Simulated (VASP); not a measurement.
# C (P6_3/mmc) in VASP: single point with PBEsol

Aim: the single point of C with PBEsol.

Everything below comes from runs of VASP 6.6.1. Logs are shortened: lines on timing, memory, paths and dates and some standing lists are left out, and cuts for length are marked.

### Step 1. The cell of the first run

Symmetry: P6_3/mmc, No. 194, hexagonal system. Conventional cell: a = 2.474 Å, b = 2.474 Å, c = 4.119 Å, α = 90.00°, β = 90.00°, γ = 120.00°. C (site symmetry 3m) has 4 C at 1.52 to 1.54 Å within 2.0 Å.

### Step 2. Single point, PBEsol, non-collinear spin, zero start, spin-orbit coupling

Input file INCAR:

```
PREC = Accurate ; ENCUT = 600
EDIFF = 1E-6 ; ISMEAR = 0
SIGMA = 0.01 ; LREAL = False
LASPH = True ; NELM = 200
ALGO = Normal ; ISIF = 2
LWAVE = False ; LCHARG = False
LNONCOLLINEAR = True ; MAGMOM = 0 0 0 0 0 0 0 0 0 0 0 0
LORBIT = 11 ; LSORBIT = True
GGA_COMPAT = False ; LORBMOM = True
GGA = PS ; NBANDS = 30
```

Input file KPOINTS:

```
Automatic mesh
0
Gamma
  9 9 6
```

Input file POSCAR:

```
C
1.0
    2.4737402487      0.0000000000      0.0000000000
   -1.2368701244      2.1423218978      0.0000000000
    0.0000000000      0.0000000000      4.1189829197
C
4
Direct
    0.3333333333      0.6666666667     -0.0000837947
    0.6666666667      0.3333333333      0.4999162053
    0.3333333333      0.6666666667      0.3740837947
    0.6666666667      0.3333333333      0.8740837947
```

Potentials or basis: VASP PAW PBE potentials, release 64 (C).

Command:

```console
$ cat potpaw_PBE.64/C/POTCAR > POTCAR
$ mpirun -np 1 vasp_ncl > vasp.out
```

OUTCAR:

```text
PREC = Accurate
   ENCUT = 600
   EDIFF = 1E-6
   ISMEAR = 0
   LREAL = False
   LASPH = True
   NELM = 200
   ISIF = 2
   LNONCOLLINEAR = True
   LORBIT = 11
   LSORBIT = True
   GGA = PS

 ion  position               nearest neighbor table
   1  0.333  0.667  1.000-   4 1.52   4 1.52   4 1.52   3 1.54
   2  0.667  0.333  0.500-   3 1.52   3 1.52   3 1.52   4 1.54
   3  0.333  0.667  0.374-   2 1.52   2 1.52   2 1.52   1 1.54
   4  0.667  0.333  0.874-   1 1.52   1 1.52   1 1.52   2 1.54

  LATTYP: Found a hexagonal cell.
 ALAT       =     2.4737402487
 C/A-ratio  =     1.6650830344

  Lattice vectors:

 A1 = (   2.4737402487,   0.0000000000,   0.0000000000)
 A2 = (  -1.2368701244,   2.1423218978,   0.0000000000)
 A3 = (   0.0000000000,   0.0000000000,   4.1189829197)

Analysis of symmetry for initial positions (statically):
=====================================================================
 Subroutine PRICEL returns:
 Original cell was already a primitive cell.

 Routine SETGRP: Setting up the symmetry group for a
 hexagonal supercell.

 Subroutine GETGRP returns: Found 24 space group operations
 (whereof  6 operations were pure point group operations)
 out of a pool of 24 trial point group operations.

The static configuration has the point symmetry C_3v.
 The point group associated with its full space group is D_6h.

Analysis of symmetry for dynamics (positions and initial velocities):
=====================================================================
 Subroutine PRICEL returns:
 Original cell was already a primitive cell.

 Routine SETGRP: Setting up the symmetry group for a
 hexagonal supercell.

 Subroutine GETGRP returns: Found 24 space group operations
 (whereof  6 operations were pure point group operations)
 out of a pool of 24 trial point group operations.

The dynamic configuration has the point symmetry C_3v.
 The point group associated with its full space group is D_6h.

Analysis of structural, dynamic, and magnetic symmetry:
=====================================================================
 Subroutine PRICEL returns:
 Original cell was already a primitive cell.

 Routine SETGRP: Setting up the symmetry group for a
 hexagonal supercell.

 Subroutine GETGRP returns: Found 24 space group operations
 (whereof  6 operations were pure point group operations)
 out of a pool of 24 trial point group operations.

The overall configuration has the point symmetry C_3v.
 The point group associated with its full space group is D_6h.

[... 931 lines left out ...]
      1.23687      0.71411      2.05915         0.000000     -0.000000      0.005345
     -0.00000      1.42821      1.54084        -0.000000      0.000000     -0.005345
      1.23687      0.71411      3.60034         0.000000     -0.000000     -0.005345
 -----------------------------------------------------------------------------------
    total drift:                               -0.000000      0.000000     -0.000003

  FREE ENERGIE OF THE ION-ELECTRON SYSTEM (eV)
  ---------------------------------------------------
  free  energy   TOTEN  =       -38.3784095468 eV

  energy  without entropy=      -38.3784095468  energy(sigma->0) =      -38.37840955

 orbital moment (x)

 # of ion     p       tot
 --------------------------------
  1        -0.000  -0.000
  2         0.000   0.000
  3        -0.000  -0.000
  4         0.000   0.000
 --------------------------------
            0.000   0.000

 orbital moment (y)

 # of ion     p       tot
 --------------------------------
  1        -0.000  -0.000
  2         0.000   0.000
  3         0.000   0.000
  4         0.000   0.000
 --------------------------------
            0.000   0.000

 orbital moment (z)

 # of ion     p       tot
 --------------------------------
  1        -0.000  -0.000
  2         0.000   0.000
  3         0.000   0.000
  4         0.000   0.000
 --------------------------------
            0.000   0.000

 Spin-Orbit-Coupling matrix elements

 Ion:    1  E_soc:     -0.0000135
 l=   1
     0.0000000    -0.0000023    -0.0000022
    -0.0000023     0.0000000    -0.0000023
    -0.0000022    -0.0000023     0.0000000
 l=   2
     0.0000000     0.0000000     0.0000000     0.0000000     0.0000000
     0.0000000     0.0000000     0.0000000     0.0000000     0.0000000
     0.0000000     0.0000000     0.0000000     0.0000000     0.0000000
     0.0000000     0.0000000     0.0000000     0.0000000     0.0000000
     0.0000000     0.0000000     0.0000000     0.0000000     0.0000000
 l=   3
     0.0000000     0.0000000     0.0000000     0.0000000     0.0000000     0.0000000     0.0000000
     0.0000000     0.0000000     0.0000000     0.0000000     0.0000000     0.0000000     0.0000000
     0.0000000     0.0000000     0.0000000     0.0000000     0.0000000     0.0000000     0.0000000
     0.0000000     0.0000000     0.0000000     0.0000000     0.0000000     0.0000000     0.0000000
[... 49 lines left out ...]
 l=   2
     0.0000000     0.0000000     0.0000000     0.0000000     0.0000000
     0.0000000     0.0000000     0.0000000     0.0000000     0.0000000
     0.0000000     0.0000000     0.0000000     0.0000000     0.0000000
     0.0000000     0.0000000     0.0000000     0.0000000     0.0000000
     0.0000000     0.0000000     0.0000000     0.0000000     0.0000000
 l=   3
     0.0000000     0.0000000     0.0000000     0.0000000     0.0000000     0.0000000     0.0000000
     0.0000000     0.0000000     0.0000000     0.0000000     0.0000000     0.0000000     0.0000000
     0.0000000     0.0000000     0.0000000     0.0000000     0.0000000     0.0000000     0.0000000
     0.0000000     0.0000000     0.0000000     0.0000000     0.0000000     0.0000000     0.0000000
     0.0000000     0.0000000     0.0000000     0.0000000     0.0000000     0.0000000     0.0000000
     0.0000000     0.0000000     0.0000000     0.0000000     0.0000000     0.0000000     0.0000000
     0.0000000     0.0000000     0.0000000     0.0000000     0.0000000     0.0000000     0.0000000

 total charge

# of ion       s       p       d       tot
------------------------------------------
    1        0.831   1.783   0.000   2.614
    2        0.831   1.783   0.000   2.614
    3        0.831   1.783   0.000   2.614
    4        0.831   1.783   0.000   2.614
--------------------------------------------------
tot          3.322   7.132   0.000  10.454

 magnetization (x)

# of ion       s       p       d       tot
------------------------------------------
    1        0.000   0.000   0.000   0.000
    2       -0.000  -0.000   0.000  -0.000
    3       -0.000   0.000   0.000   0.000
    4        0.000  -0.000   0.000  -0.000
--------------------------------------------------
tot         -0.000  -0.000   0.000  -0.000

 magnetization (y)

# of ion       s       p       d       tot
------------------------------------------
    1        0.000   0.000   0.000   0.000
    2        0.000   0.000   0.000   0.000
    3        0.000   0.000   0.000   0.000
    4        0.000  -0.000   0.000  -0.000
--------------------------------------------------
tot          0.000  -0.000   0.000  -0.000

 magnetization (z)

# of ion       s       p       d       tot
------------------------------------------
    1        0.000   0.000   0.000   0.000
    2       -0.000  -0.000   0.000  -0.000
    3       -0.000  -0.000   0.000  -0.000
    4        0.000  -0.000   0.000   0.000
--------------------------------------------------
tot          0.000  -0.000   0.000   0.000
```

OSZICAR:

```text
N       E                     dE             d eps       ncg     rms          rms(c)
DAV:   1     0.349716915381E+02    0.34972E+02   -0.91822E+03  2880   0.118E+03
DAV:   2    -0.370385789840E+02   -0.72010E+02   -0.67477E+02  3708   0.233E+02
DAV:   3    -0.398533861658E+02   -0.28148E+01   -0.27912E+01  3766   0.382E+01
DAV:   4    -0.398698714001E+02   -0.16485E-01   -0.16471E-01  3592   0.334E+00
DAV:   5    -0.398700020885E+02   -0.13069E-03   -0.13068E-03  3676   0.280E-01    0.826E+00
DAV:   6    -0.387624535698E+02    0.11075E+01   -0.66970E-01  3238   0.547E+00    0.486E+00
DAV:   7    -0.383774510750E+02    0.38500E+00   -0.77466E-01  3406   0.609E+00    0.102E+00
DAV:   8    -0.383783546484E+02   -0.90357E-03   -0.18689E-02  3470   0.931E-01    0.403E-02
DAV:   9    -0.383783902965E+02   -0.35648E-04   -0.74747E-05  3670   0.775E-02    0.257E-02
DAV:  10    -0.383784095890E+02   -0.19293E-04   -0.10504E-05  3426   0.277E-02    0.727E-03
DAV:  11    -0.383784095468E+02    0.42174E-07   -0.14119E-07  2686   0.315E-03
   1 F= -.38378410E+02 E0= -.38378410E+02  d E =-.981444E-22  mag=     0.0000     0.0000     0.0000
```

Run time: 1.8 min. Hardware: 1 thread of Intel Xeon 8259CL, shared host; peak memory 0.22 GiB.

What came out:

- Free energy: -38.3784 eV
- Pressure: 15.0 GPa
- Largest force: 0.005 eV/Å
- Net moment: 0.00 μB per cell
- Valence electrons inside the program's atomic spheres: C 2.61

Forces in eV/Å, atoms in the order of the input:
```
C    0.000  0.000  0.005
C    0.000  0.000  0.005
C    0.000  0.000 -0.005
C    0.000  0.000 -0.005
```

Stress tensor (GPa, compression positive):
```
14.87  0.00  0.00
 0.00 14.87  0.00
 0.00  0.00 15.13
```

Moments on the atoms (μB; x, y, z):
```
C   0.00 0.00 0.00
C   0.00 0.00 0.00
C   0.00 0.00 0.00
C   0.00 0.00 0.00
```

Caveat: the cell stands under pressure; the PAW data sets were made with another functional, which shifts forces and pressure a little.
